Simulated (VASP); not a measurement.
A run of VASP 6.6.1 is set up as follows.

The input POSCAR:

```
LaH3
1.0
   -1.9593169849      1.9593169849      2.8159050772
    1.9593169849     -1.9593169849      2.8159050772
    1.9593169849      1.9593169849     -2.8159050772
H La
3 1
Direct
    0.7500000000      0.2500000000      0.5000000000
    0.2500000000      0.7500000000      0.5000000000
    0.5000000000      0.5000000000      0.0000000000
    0.0000000000      0.0000000000      0.0000000000
```

Contents of INCAR.step1:

```
SYSTEM = LaH3
ALGO = Normal
EDIFF = 1E-4
ENCUT = 600
GGA = PE
ISMEAR = 0
LASPH = .True.
LCHARG = .False.
LREAL = .False.
LWAVE = .True.
NELM = 80
PREC = Accurate
SIGMA = 0.05
```

The input INCAR.step2:

```
SYSTEM = LaH3
ALGO = Normal
EDIFF = 1E-6
EDIFFG = -0.01
ENCUT = 600
IBRION = 2
ISIF = 4
ISMEAR = 0
ISTART = 1
LASPH = .True.
LCHARG = .False.
LMIXTAU = .True.
LREAL = .False.
LWAVE = .False.
METAGGA = R2SCAN
NELM = 80
NSW = 60
PREC = Accurate
SIGMA = 0.05
```

KPOINTS

```
k-points
0
Gamma
  8 8 8
  0 0 0
```

Potentials or basis: VASP PAW PBE potentials, release 64 (H, La).

Run with:

```sh
$ cat potpaw_PBE.64/H/POTCAR potpaw_PBE.64/La/POTCAR > POTCAR
$ cp INCAR.step1 INCAR
$ mpirun -np 1 vasp_std > vasp.out
$ cp INCAR.step2 INCAR
$ mpirun -np 1 vasp_std > vasp.out
```

Problem. Estimate the band gap on the k mesh.

Solution. 0.10 eV (least direct gap 0.24 eV).

Stress tensor (GPa, compression positive):
```
-0.29  0.00  0.00
 0.00 -0.29  0.00
 0.00  0.00 -0.42
```

Caveat: the relaxation stopped at its first step, so nothing moved; the PAW data sets were made with another functional, which shifts forces and pressure a little; spin-orbit coupling is left out, which moves the levels of the heavy elements. A k mesh can miss the band edges.
